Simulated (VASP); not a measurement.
Wanted: the native input for a VASP 6.6.1 run.

* Task: single point
* Functional: PBE
* Dispersion: D3(BJ)
* Potentials or basis: VASP PAW PBE potentials, release 64 (Ga_d, Sb)
* Cutoff: 520 eV
* k mesh: 12 × 12 × 12
* Occupations: gaussian, width 0.15 eV
* Spin: no spin polarisation
* Dipole correction: no
* Further INCAR settings: ALGO = Normal; EDIFF = 1e-06; NBANDS = 22

The structure of GaSb3 lies in POSCAR:

```
GaSb3
1.0
    0.0000000000      3.6478901005      3.6478901005
    3.6478901005      0.0000000000      3.6478901005
    3.6478901005      3.6478901005      0.0000000000
Ga Sb
1 3
Direct
   -0.0205598299     -0.0205598299      0.0205598299
    0.2500000000      0.2500000000      0.2500000000
    0.7500000000      0.7500000000      0.7500000000
    0.5000000000      0.5000000000      0.5000000000
```

This cell differs from its parent crystal: atom 1 (Ga) moved +0.150 Å towards its neighbour atom 4 (Sb) at 3.648 Å.

One way to write it, as run:

INCAR

```
SYSTEM = GaSb3
  ALGO = Normal
  EDIFF = 1E-6
  ENCUT = 520
  GGA = PE
  ISIF = 2
  ISMEAR = 0
  IVDW = 12
  LASPH = .TRUE.
  LCHARG = .FALSE.
  LREAL = .FALSE.
  LWAVE = .FALSE.
  NBANDS = 22
  NELM = 80
  PREC = Accurate
  SIGMA = 0.15
```

KPOINTS

```
k-points
0
G
  12 12 12
  0 0 0
```

Potentials or basis: VASP PAW PBE potentials, release 64 (Ga_d, Sb).

Run with:

```console
$ cat potpaw_PBE.64/Ga_d/POTCAR potpaw_PBE.64/Sb/POTCAR > POTCAR
$ mpirun -np 1 vasp_std > vasp.out
```

It gave:

```
Pressure                   : 0.5 GPa
Largest force              : 0.271 eV/Å
Band gap on the k mesh     : zero (bands 14 and 15 overlap by 4.11 eV)
Dispersion energy per atom : -0.479 eV
```

Caveat: the cell differs from its parent crystal (atom 1 (Ga) moved +0.150 Å towards its neighbour atom 4 (Sb) at 3.648 Å); spin-orbit coupling is left out, which moves the levels of the heavy elements.

It took 6.4 min on 1 thread of Intel Xeon 8259CL, with other jobs on the host, peak memory 0.49 GiB.
